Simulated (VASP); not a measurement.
Wanted: the native input for a VASP 6.6.1 run.

| Property | Result |
| --- | --- |
| Task | single point |
| Functional | LDA |
| Potentials or basis | VASP PAW LDA potentials, release 64 (Ga_d, Sb) |
| Cutoff | 520 eV |
| k mesh | 12 × 12 × 12 |
| Occupations | gaussian, width 0.1 eV |
| Spin | no spin polarisation |
| Dipole correction | no |
| Further INCAR settings | ALGO = Normal; EDIFF = 1e-07; NBANDS = 16 |

The structure of GaSb lies in POSCAR:

```
GaSb
1.0
    0.0000000000      3.0250672298      3.0250672298
    3.0250672298      0.0000000000      3.0250672298
    3.0250672298      3.0250672298      0.0000000000
Ga Sb
1 1
Direct
    0.0000000000      0.0000000000      0.0000000000
    0.7500000000      0.7500000000      0.7500000000
```

One way to write it, as run:

INCAR

```
ALGO     = Normal         # electronic algorithm
EDIFF    = 1E-7           # SCF threshold, eV
ENCUT    = 520            # plane-wave cutoff, eV
GGA      = CA             # functional
ISIF     = 2              # what is computed and relaxed
ISMEAR   = 0              # smearing method
LASPH    = T              # aspherical terms in the spheres
LCHARG   = F              # write CHGCAR
LREAL    = F              # projectors in reciprocal space
LWAVE    = F              # write WAVECAR
NBANDS   = 16             # bands
NELM     = 80             # most SCF steps
PREC     = Accurate       # precision mode
SIGMA    = 0.1            # smearing width, eV
```

KPOINTS

```
k-points
0
Gamma
  12 12 12
```

Potentials or basis: VASP PAW LDA potentials, release 64 (Ga_d, Sb).

Command:

```console
$ cat potpaw_LDA.64/Ga_d/POTCAR potpaw_LDA.64/Sb/POTCAR > POTCAR
$ mpirun -np 1 vasp_std > vasp.out
```

It gave:

The pressure is 0.2 GPa.

It took 18 s on 1 thread of Intel(R) Xeon(R) 6975P-C (Granite Rapids), on a shared host, peak memory 0.19 GiB.
